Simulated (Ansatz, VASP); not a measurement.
# Mg3CdTe4: VASP beside Ansatz

```
Mg Cd Te
1.0
     4.63180    0.00000    0.00000
     0.00000    4.63180    0.00000
     0.00000    0.00000   13.01950
Mg Cd Te
3 1 4
Direct
  0.00000 0.00000 0.00000
  0.50000 0.50000 0.24783
  0.50000 0.50000 0.75217
  0.00000 0.00000 0.50000
  0.50000 0.00000 0.37094
  0.00000 0.50000 0.62906
  0.50000 0.00000 0.87607
  0.00000 0.50000 0.12393
```

Alike in both runs: functional PBE; k mesh 6 × 6 × 2; occupations gaussian, width 0.02 eV; no spin polarisation.

Ansatz relaxed the structure, and its values are those at the end. VASP's run is a single point on that final structure, the one shown.

|  | VASP | Ansatz |
| --- | --- | --- |
| version | VASP 6.6.1 | Ansatz 0.2.0 |
| potentials or method | VASP PAW PBE potentials, release 64 (Mg, Cd, Te), cutoff 520 eV | scalar-relativistic, plane waves, PAW |
| valence electrons in the cell | 42 | 114 |

|  | VASP | Ansatz | Ansatz less VASP |
| --- | --- | --- | --- |
| gap on the k mesh at the Fermi level (eV) | 1.77 | 1.78 | +0.006 |
| least direct gap on the mesh (eV) | 1.77 | 1.78 | +0.006 |
| pressure (GPa) | 0.0 | 0.0 | -0.01 |
| rms of the force components (eV/Å) | 0.005 | 0.001 | -0.0048 |

VASP's potentials hold 42 valence electrons a cell and Ansatz's 114, so a difference there can come from the potentials and not from the codes.

Spin-orbit coupling is off throughout.
